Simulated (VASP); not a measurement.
# TiN: single point with PBE

The system is TiN.

```
Ti N
1.0
     0.00000    2.12354    2.12354
     2.12354    0.00000    2.12354
     2.12354    2.12354    0.00000
Ti N
1 1
Direct
  0.50000 0.50000 0.50000
  0.00000 0.00000 0.00000
```

```
Program                : VASP 6.6.1
Task                   : single point
Functional             : PBE
Potentials or basis    : VASP PAW PBE potentials, release 64 (Ti_sv, N)
Cutoff                 : 520 eV
k mesh                 : 18 × 18 × 18
Occupations            : gaussian, width 0.1 eV
Spin                   : no spin polarisation
Dipole correction      : no
Further INCAR settings : ALGO = Normal; EDIFF = 1e-06; NBANDS = 16
```

The pressure is 0.4 GPa.

Levels at points of the mesh, in eV from the Fermi level:
```csv
k point,band 5,band 6,band 7,band 8,band 9,band 10,band 11,band 12,band 13,band 14
"(0.00, 0.00, 0.00)",-17.08,-2.04,-2.04,-2.04,-0.61,-0.61,-0.61,0.57,0.57,5.36
"(0.50, 0.00, 0.00)",-14.64,-8.06,-5.46,-5.46,1.67,1.67,2.34,5.70,5.70,6.05
"(0.50, 0.50, 0.00)",-15.67,-5.82,-3.23,-3.23,-3.05,1.63,2.36,2.36,3.57,10.57
```

Run time: 32 s on 1 thread of Intel(R) Xeon(R) Platinum 8488C (Sapphire Rapids), with other jobs on the host, peak memory 0.18 GiB.
